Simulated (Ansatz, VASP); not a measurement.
## In3Sb: VASP beside Ansatz

Contents of INCAR:

```
SYSTEM = In3Sb
PREC = Accurate ; ENCUT = 520
EDIFF = 1E-7 ; ISMEAR = 0
SIGMA = 0.1 ; LREAL = .False.
LASPH = .True. ; NELM = 100
ALGO = Fast ; ISIF = 2
LWAVE = .False. ; LCHARG = .True.
GGA = PS ; IVDW = 12
LELF = .True. ; LVHAR = .True.
NBANDS = 30
```

File KPOINTS:

```
regular mesh
0
Gamma
  10 10 10
  0 0 0
```

The input POSCAR:

```
In3Sb
1.0
    4.6861840481      0.0000000000      0.0000000000
    0.0000000000      4.6861840481      0.0000000000
    0.0000000000      0.0000000000      4.6861840481
In Sb
3 1
Direct
    0.5000000000      0.5000000000      0.0000000000
    0.5000000000      0.0000000000      0.5000000000
    0.0000000000      0.5000000000      0.5000000000
    0.0000000000      0.0000000000      0.0000000000
```

Input for Ansatz:

```yaml
crystal:
  lattice:
    - [4.6861840481, 0.0, 0.0]
    - [0.0, 4.6861840481, 0.0]
    - [0.0, 0.0, 4.6861840481]
  atoms:
    - { symbol: In, position: [0.5, 0.5, 0.0] }
    - { symbol: In, position: [0.5, 0.0, 0.5] }
    - { symbol: In, position: [0.0, 0.5, 0.5] }
    - { symbol: Sb, position: [0.0, 0.0, 0.0] }
basis:
  ecutwfc: 420
kpoints:
  mp_grid: { grid: [10, 10, 10] }
hamiltonian:
  xc: pbesol
  dispersion: d3bj
scf:
  occupations: { method: gaussian, width: 0.1 }
output:
  forces: true
  stress: true
  eigenvalues: true
```

Alike in both runs: task single point; functional PBEsol; dispersion D3(BJ); k mesh 10 × 10 × 10; occupations gaussian, width 0.1 eV; no spin polarisation.

|  | VASP | Ansatz |
| --- | --- | --- |
| version | VASP 6.6.1 | Ansatz 0.2.0 |
| potentials or method | VASP PAW PBE potentials, release 64 (In_d, Sb), cutoff 520 eV | scalar-relativistic, plane waves, PAW |
| valence electrons in the cell | 44 | 54 |

```csv
,VASP,Ansatz,Ansatz less VASP
gap on the k mesh at the Fermi level (eV),none,none,-
pressure (GPa),-1.5,-1.5,+0.01
```

VASP's potentials were made for PBE, not for PBEsol. A gap of «none» marks a metal or a gap that the smearing closes. VASP's potentials hold 44 valence electrons a cell and Ansatz's 54, so a difference there can come from the potentials and not from the codes.

Spin-orbit coupling is off throughout.
